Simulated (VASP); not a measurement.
# Zr3H: single point with PBE

The system is Zr3H.

```
Zr H
1.0
     5.61388    0.00000    0.00000
    -2.80694    4.86176    0.00000
     0.00000    0.00000    5.23806
Zr H
6 2
Direct
  0.33804 0.00000 0.25000
  0.33804 0.33804 0.75000
  0.00000 0.33804 0.25000
  0.66196 0.00000 0.75000
  0.66196 0.66196 0.25000
  0.00000 0.66196 0.75000
  0.00000 0.00000 0.00000
  0.00000 0.00000 0.50000
```

| Property | Result |
| --- | --- |
| Program | VASP 6.6.1 |
| Task | single point |
| Functional | PBE |
| Potentials or basis | VASP PAW PBE potentials, release 64 (Zr_sv, H) |
| Cutoff | 520 eV |
| k mesh | 3 × 3 × 4 |
| Occupations | gaussian, width 0.1 eV |
| Spin | no spin polarisation |

```
Pressure               : 0.0 GPa
Largest force          : 0.019 eV/Å
Band gap on the k mesh : zero (band 37 reaches 9.30 eV, above the bottom of band 38 at 8.70 eV)
```

Forces on the atoms (eV/Å):
```
Zr   0.019  0.000  0.000
Zr   0.009  0.016  0.000
Zr  -0.009  0.016  0.000
Zr  -0.019  0.000  0.000
Zr  -0.009 -0.016  0.000
Zr   0.009 -0.016  0.000
H    0.000  0.000  0.000
H    0.000  0.000  0.000
```

Stress tensor (GPa, compression positive):
```
-0.08  0.00  0.00
 0.00 -0.08  0.00
 0.00  0.00  0.16
```

Levels at points of the mesh, in eV from the Fermi level:
| k point | band 35 | band 36 | band 37 | band 38 | band 39 | band 40 |
| --- | --- | --- | --- | --- | --- | --- |
| (0.00, 0.00, 0.00) | -0.14 | -0.14 | 0.02 | 0.26 | 0.26 | 0.71 |
| (0.00, 0.00, 0.50) | -0.21 | -0.21 | -0.14 | -0.14 | -0.14 | -0.14 |

Wall time 45 s on 1 thread of AMD EPYC 9R45 96-Core Processor (Zen 5) (shared host), peak memory 0.22 GiB.

Caveat: the k points lie up to 0.43 Å⁻¹ apart.
